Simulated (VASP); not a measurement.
# BN (F-43m) in VASP: single point with r2SCAN

Aim: the single point of BN with r2SCAN.

Everything below comes from runs of VASP 6.6.1. Logs are shortened: lines on timing, memory, paths and dates and some standing lists are left out, and cuts for length are marked.

## 1. The cell of the first run

Symmetry: F-43m, No. 216, cubic system. The conventional cell has a = 3.625 Å, b = 3.625 Å, c = 3.625 Å, α = 90.00°, β = 90.00°, γ = 90.00°. Within 2.1 Å of B (site symmetry -43m) lie 4 N at 1.57 Å. N (site symmetry -43m) has 4 B at 1.57 Å within 2.1 Å.

## 2. Single point, r2SCAN

The input, POSCAR:

```
BN
1.0
    0.0000000000      1.8123816016      1.8123816016
    1.8123816016      0.0000000000      1.8123816016
    1.8123816016      1.8123816016      0.0000000000
B N
1 1
Direct
    0.5000000000      0.5000000000      0.5000000000
    0.2500000000      0.2500000000      0.2500000000
```

The input, INCAR.step1:

```
PREC = Accurate ; ENCUT = 910
ISMEAR = 0 ; SIGMA = 0.02
LREAL = F ; LASPH = T
NELM = 120 ; NBANDS = 11
GGA = PE ; ALGO = Normal
EDIFF = 1E-5 ; LWAVE = T
LCHARG = F ; GGA_COMPAT = F
```

The input, INCAR.step2:

```
PREC = Accurate ; ENCUT = 910
EDIFF = 1E-6 ; ISMEAR = 0
SIGMA = 0.02 ; LREAL = F
LASPH = T ; NELM = 120
ALGO = Normal ; ISIF = 2
LWAVE = F ; LCHARG = F
METAGGA = R2SCAN ; LMIXTAU = T
NBANDS = 11 ; ISTART = 1
GGA_COMPAT = F
```

The input, KPOINTS:

```
regular mesh
0
Gamma
  12 12 12
```

Potentials or basis: VASP PAW PBE potentials, release 64 (B_h, N_h).

Started as:

```
$ cat potpaw_PBE.64/B_h/POTCAR potpaw_PBE.64/N_h/POTCAR > POTCAR
$ cp INCAR.step1 INCAR
$ mpirun -np 1 vasp_std > vasp.out
$ cp INCAR.step2 INCAR
$ mpirun -np 1 vasp_std > vasp.out
```

OUTCAR:

```text
PREC = Accurate
   ENCUT = 910
   EDIFF = 1E-6
   ISMEAR = 0
   LREAL = F
   LASPH = T
   NELM = 120
   ISIF = 2
   METAGGA = R2SCAN
   ISTART = 1

 ion  position               nearest neighbor table
   1  0.500  0.500  0.500-
   2  0.250  0.250  0.250-

  LATTYP: Found a face centered cubic cell.
 ALAT       =     3.6247632032

  Lattice vectors:

 A1 = (   0.0000000000,   1.8123816016,   1.8123816016)
 A2 = (   1.8123816016,   0.0000000000,   1.8123816016)
 A3 = (   1.8123816016,   1.8123816016,   0.0000000000)

Analysis of symmetry for initial positions (statically):
=====================================================================
 Subroutine PRICEL returns:
 Original cell was already a primitive cell.

 Routine SETGRP: Setting up the symmetry group for a
 face centered cubic supercell.

 Subroutine GETGRP returns: Found 24 space group operations
 (whereof 24 operations were pure point group operations)
 out of a pool of 48 trial point group operations.

The static configuration has the point symmetry T_d .

Analysis of symmetry for dynamics (positions and initial velocities):
=====================================================================
 Subroutine PRICEL returns:
 Original cell was already a primitive cell.

 Routine SETGRP: Setting up the symmetry group for a
 face centered cubic supercell.

 Subroutine GETGRP returns: Found 24 space group operations
 (whereof 24 operations were pure point group operations)
 out of a pool of 48 trial point group operations.

The dynamic configuration has the point symmetry T_d .

 Subroutine INISYM returns: Found 24 space group operations
 (whereof 24 operations are pure point group operations),
 and found     1 'primitive' translations

----------------------------------------------------------------------------------------

                                     Primitive cell

  volume of cell :      11.9064

  direct lattice vectors                    reciprocal lattice vectors
     0.000000000  1.812381602  1.812381602    -0.275880090  0.275880090  0.275880090
     1.812381602  0.000000000  1.812381602     0.275880090 -0.275880090  0.275880090
     1.812381602  1.812381602  0.000000000     0.275880090  0.275880090 -0.275880090

  length of vectors
     2.563094641  2.563094641  2.563094641     0.477838333  0.477838333  0.477838333

  position of ions in fractional coordinates (direct lattice)
     0.500000000  0.500000000  0.500000000
     0.250000000  0.250000000  0.250000000

  ion indices of the primitive-cell ions
   primitive index   ion index
                 1           1
                 2           2

----------------------------------------------------------------------------------------

 KPOINTS: regular mesh

Automatic generation of k-mesh.
 Grid dimensions read from file:
 generate k-points for:   12   12   12

 Generating k-lattice:

  Cartesian coordinates                     Fractional coordinates (reciprocal lattice)
    -0.022990008  0.022990008  0.022990008     0.083333333  0.000000000  0.000000000
     0.022990008 -0.022990008  0.022990008     0.000000000  0.083333333  0.000000000
     0.022990008  0.022990008 -0.022990008     0.000000000  0.000000000  0.083333333

  Length of vectors
     0.039819861  0.039819861  0.039819861

  Shift w.r.t. Gamma in fractional coordinates (k-lattice)
     0.000000000  0.000000000  0.000000000

 Subroutine IBZKPT returns following result:
 ===========================================

 Found     72 irreducible k-points:

 Following reciprocal coordinates:
            Coordinates               Weight
  0.000000  0.000000  0.000000      1.000000
  0.083333  0.000000  0.000000      8.000000
  0.166667  0.000000  0.000000      8.000000
  0.250000  0.000000  0.000000      8.000000
  0.333333  0.000000  0.000000      8.000000
  0.416667  0.000000  0.000000      8.000000
[... 16 lines left out ...]
  0.500000  0.166667  0.000000     24.000000
 -0.416667  0.166667  0.000000     24.000000
 [... further k-points ...]
   k-points           NKPTS =     72   k-points in BZ     NKDIM =     72   number of bands    NBANDS=     11
   number of dos      NEDOS =    301   number of ions     NIONS =      2
   total plane-waves  NPLWV =  21952
   dimension x,y,z NGX =    28 NGY =   28 NGZ =   28
   dimension x,y,z NGXF=    56 NGYF=   56 NGZF=   56
   ions per type =               1   1
   NGX,Y,Z   is equivalent  to a cutoff of  18.16, 18.16, 18.16 a.u.
   NGXF,Y,Z  is equivalent  to a cutoff of  36.32, 36.32, 36.32 a.u.
 SYSTEM =  unknown system
   PREC   = accura    normal or accurate (medium, high low for compatibility)
   ISTART =      1    job   : 0-new  1-cont  2-samecut
   ICHARG =      0    charge: 1-file 2-atom 10-const
   ISPIN  =      1    spin polarized calculation?
   LNONCOLLINEAR =      F non collinear calculations
   LSORBIT =      F    spin-orbit coupling
   LASPH  =      T    aspherical Exc in radial PAW
   ENCUT  =  910.0 eV  66.88 Ry    8.18 a.u.   6.30  6.30  6.30*2*pi/ulx,y,z
   NELM   =    120;   NELMIN=  2; NELMDL=  0     # of ELM steps
   EDIFF  = 0.1E-05   stopping-criterion for ELM
   LREAL  =      F    real-space projection
   EDIFFG = 0.1E-04   stopping-criterion for IOM
   NSW    =      0    number of steps for IOM
   IBRION =     -1    ionic relax: 0-MD 1-quasi-New 2-CG
   NFREE  =      0    steps in history (QN), initial steepest desc. (CG)
   ISIF   =      2    stress and relaxation
   ISYM   =      2    0-nonsym 1-usesym 2-fastsym
   POTIM  = 0.5000    time-step for ionic-motion
   TEBEG  =    0.0;   TEEND  =   0.0 temperature during run
   PSTRESS=    0.0 pullay stress
   NELECT =       8.0000    total number of electrons
   NUPDOWN=      -1.0000    fix difference up-down
   EMIN   =  10.00;   EMAX   =-10.00  energy-range for DOS
   EFERMI =   0.00;   METHOD = LEGACY
   ISMEAR =     0;   SIGMA  =   0.02  broadening in eV -4-tet -1-fermi 0-gaus
   EFERMI_NEDOS =   21; number of points for ismear=-14 and -15
   IALGO  =     38    algorithm
   IMIX   =      4    mixing-type and parameters
     AMIX     =   0.40;   BMIX     =  1.00
     AMIX_MAG =   1.60;   BMIX_MAG =  1.00
  volume/ion in A,a.u.               =       5.95        40.17
  Fermi-wavevector in a.u.,A,eV,Ry     =   1.433877  2.709634 27.973616  2.056003
  Thomas-Fermi vector in A             =   2.553347
   LORBIT       =      0    0 simple, 1 ext, 2 COOP (PROOUT), +10 PAW based schemes
   METAGGA = R2SCAN    functional components
   LHFCALC =     F    Hartree Fock is set to
   AEXX    =    0.0000 exact exchange contribution
   IVDW    =     0    specifies the selected vdW correction
   LEPSILON=     F    determine dielectric tensor
   LRPA    =     F    only Hartree local field effects (RPA)
 non-spin polarized calculation
 Gauss-broadening in eV      SIGMA  =   0.02
  energy-cutoff  :      910.00
  volume of cell :       11.91
 maximum number of plane-waves:       754
 NGX is ok and might be reduce to    28
   NGX = 13   NGY = 13   NGZ = 13

 number of electron       8.0000000 magnetization

 Free energy of the ion-electron system (eV)
  ---------------------------------------------------
  ext. energy  EPLUGINS =         0.00000000
  ---------------------------------------------------
  free energy    TOTEN  =       -19.19744507 eV

  energy without entropy =      -19.19744507  energy(sigma->0) =      -19.19744507

 E-fermi :   9.0531     XC(G=0): -13.7133

 val. band max:        8.8120651963   @ k =   0.0000   0.0000   0.0000
 cond. band min:      13.7931091403   @ k =   0.5000   0.5000   0.0000
 fundamental gap:      4.9810439440
 Fermi energy:         9.0531402204

 k-point     1 :       0.0000    0.0000    0.0000
  band No.  band energies     occupation
      1     -12.3793      2.00000
      2       8.8121      2.00000
      3       8.8121      2.00000
      4       8.8121      2.00000
      5      18.3207      0.00000
      6      18.3207      0.00000
      7      18.3207      0.00000
      8      19.7355      0.00000
      9      34.7945      0.00000
     10      37.4152      0.00000
     11      37.4152      0.00000

 k-point     2 :       0.0833    0.0000    0.0000
  band No.  band energies     occupation
      1     -12.2057      2.00000
      2       7.8662      2.00000
      3       8.6280      2.00000
      4       8.6280      2.00000
      5      18.5247      0.00000
      6      18.6054      0.00000
      7      18.6054      0.00000
      8      20.3367      0.00000
      9      34.6176      0.00000
     10      35.3378      0.00000
     11      35.3378      0.00000

 k-point     3 :       0.1667    0.0000    0.0000
  band No.  band energies     occupation
      1     -11.6916      2.00000
      2       5.6875      2.00000
      3       8.1784      2.00000
      4       8.1784      2.00000
      5      18.8064      0.00000
      6      19.2679      0.00000
      7      19.2679      0.00000
      8      21.7760      0.00000
      9      33.7481      0.00000
     10      33.7481      0.00000
     11      34.0825      0.00000

 k-point     4 :       0.2500    0.0000    0.0000
  band No.  band energies     occupation
      1     -10.8638      2.00000
      2       3.1321      2.00000
      3       7.6565      2.00000
      4       7.6565      2.00000
      5      19.0658      0.00000
      6      19.8979      0.00000
      7      19.8979      0.00000
      8      23.2413      0.00000
      9      33.3570      0.00000
     10      33.3570      0.00000
     11      33.5116      0.00000
[... 239 lines left out ...]
 k-point    22 :       0.4167    0.1667    0.0000
  band No.  band energies     occupation
      1      -8.8837      2.00000
      2       0.3525      2.00000
      3       5.5657      2.00000
      4       5.7765      2.00000
      5      17.9574      0.00000
      6      21.9626      0.00000
      7      22.5584      0.00000
      8      23.4338      0.00000
      9      30.3781      0.00000
     10      36.3707      0.00000
     11      38.4623      0.00000

 k-point    23 :       0.5000    0.1667    0.0000
  band No.  band energies     occupation
      1      -7.9286      2.00000
      2      -1.2137      2.00000
      3       4.9607      2.00000
      4       5.8501      2.00000
      5      18.3168      0.00000
      6      21.8759      0.00000
      7      22.2919      0.00000
      8      24.8519      0.00000
      9      30.7823      0.00000
     10      36.5955      0.00000
     11      37.6902      0.00000

 k-point    24 :      -0.4167    0.1667    0.0000
  band No.  band energies     occupation
      1      -7.7508      2.00000
      2      -1.4770      2.00000
      3       4.5472      2.00000
      4       6.1743      2.00000
      5      18.7842      0.00000
      6      21.7236      0.00000
      7      21.8761      0.00000
      8      25.5281      0.00000
      9      31.0734      0.00000
     10      35.2735      0.00000
     11      36.9013      0.00000

 [... further k-points ...]

------------------------ aborting loop because EDIFF is reached ----------------------------------------

  FORCE on cell =-STRESS in cart. coord.  units (eV):
  Direction    XX          YY          ZZ          XY          YZ          ZX
  --------------------------------------------------------------------------------------
  -------------------------------------------------------------------------------------
  Total       -0.3954915     -0.3954915     -0.3954915     -0.0000000      0.0000000     -0.0000000
  in kB      -53.2192509    -53.2192509    -53.2192509     -0.0000000      0.0000000     -0.0000000
  external PRESSURE =     -53.2192509 kB  Pullay stress =       0.0000000 kB

 VOLUME and BASIS-vectors are now :
 -----------------------------------------------------------------------------
  energy-cutoff  :      910.00
  volume of cell :       11.91
      direct lattice vectors                 reciprocal lattice vectors
     0.000000000  1.812381602  1.812381602    -0.275880090  0.275880090  0.275880090
     1.812381602  0.000000000  1.812381602     0.275880090 -0.275880090  0.275880090
     1.812381602  1.812381602  0.000000000     0.275880090  0.275880090 -0.275880090

 POSITION                                       TOTAL-FORCE (eV/Angst)
 -----------------------------------------------------------------------------------
      1.81238      1.81238      1.81238         0.000000      0.000000      0.000000
      0.90619      0.90619      0.90619        -0.000000     -0.000000     -0.000000
 -----------------------------------------------------------------------------------
    total drift:                               -0.000000     -0.000000     -0.000000

  FREE ENERGIE OF THE ION-ELECTRON SYSTEM (eV)
  ---------------------------------------------------
  free  energy   TOTEN  =       -19.1974450737 eV

  energy  without entropy=      -19.1974450737  energy(sigma->0) =      -19.19744507
```

It took 67 s on 1 thread of AMD EPYC 7R13 (Zen 3), shared host; peak memory 0.14 GiB.

What came out:

```
Free energy            : -19.1974 eV
Pressure               : -5.3 GPa
Band gap on the k mesh : 4.98 eV, indirect (least direct gap 9.51 eV)
```

Caveat: the cutoff is under 1.25 times the usual one of these potentials, so pressure, stress and relaxed cells hold a basis-set (Pulay) error; the PAW data sets were made with another functional, which shifts forces and pressure a little. A k mesh can miss the band edges.
